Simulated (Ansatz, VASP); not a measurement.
**Two plane-wave programs on WCl**

```xyz
4
Lattice="1.9195 1.1082 6.4525 -1.9195 1.1082 6.4525 0.0000 -2.2165 6.4525" Properties=species:S:1:pos:R:3 pbc="T T T"
W     0.0000    0.0000   11.5758
W     0.0000    0.0000    7.7817
Cl    0.0000    0.0000   16.8475
Cl    0.0000    0.0000    2.5100
```

Change from the starting cell: species swapped into the TePt type (R-3m, No. 166).

Alike in both runs: task relaxation of cell and atoms; functional PBE; k mesh 6 × 6 × 6; occupations gaussian, width 0.2 eV; no spin polarisation.

|  | VASP | Ansatz |
| --- | --- | --- |
| version | VASP 6.6.1 | Ansatz 0.2.0 |
| potentials or method | VASP PAW PBE potentials, release 64 (W_sv, Cl), cutoff 600 eV | scalar-relativistic, plane waves, PAW |
| valence electrons in the cell | 42 | 42 |

```csv
,VASP,Ansatz,Ansatz less VASP
"gap on the k mesh at the Fermi level, each at its own relaxed structure (eV)",none,none,-
relaxed volume (Å³/atom),21.42,20.97,-0.449
relaxed length of the cell vector where the two differ most in proportion (Å),9.341,9.209,-0.1317
```

A gap of «none» marks a metal or a gap that the smearing closes.

Spin-orbit coupling is off throughout.
